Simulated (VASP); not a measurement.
Write the native input for VASP 6.6.1 that does the following.

- Task: single point
- Functional: PBE
- Potentials or basis: VASP PAW PBE potentials, release 64 (Cd, As)
- Cutoff: 520 eV
- k mesh: 6 × 6 × 6
- Occupations: gaussian, width 0.1 eV
- Spin: no spin polarisation
- Dipole correction: no
- Further INCAR settings: ALGO = Normal; EDIFF = 1e-06; NBANDS = 22

The structure of Cd2As lies in POSCAR:

```
Cd2As
1.0
    0.0000000000      3.2248227318      3.2248227318
    3.2248227318      0.0000000000      3.2248227318
    3.2248227318      3.2248227318      0.0000000000
Cd As
2 1
Direct
    0.2500000000      0.2500000000      0.2500000000
    0.7500000000      0.7500000000      0.7500000000
    0.0000000000      0.0000000000      0.0000000000
```

These files were run (other wordings do the same):

INCAR

```
SYSTEM = Cd2As
ALGO = Normal ; EDIFF = 1E-6
ENCUT = 520 ; GGA = PE
ISIF = 2 ; ISMEAR = 0
LASPH = .TRUE. ; LCHARG = .FALSE.
LREAL = .FALSE. ; LWAVE = .FALSE.
NBANDS = 22 ; NELM = 60
PREC = Accurate ; SIGMA = 0.1
```

KPOINTS

```
k-points
0
G
  6 6 6
  0 0 0
```

Potentials or basis: VASP PAW PBE potentials, release 64 (Cd, As).

Launch:

```sh
$ cat potpaw_PBE.64/Cd/POTCAR potpaw_PBE.64/As/POTCAR > POTCAR
$ mpirun -np 1 vasp_std > vasp.out
```

Results of the run:

```
Pressure               : 8.5 GPa
Band gap on the k mesh : zero (an odd number of electrons rules out a gap without spin polarisation)
```

Caveat: the cell stands under pressure.

Run time: 18 s on 1 thread of AMD EPYC 9R45 (Zen 5), on a shared host, peak memory 0.17 GiB.
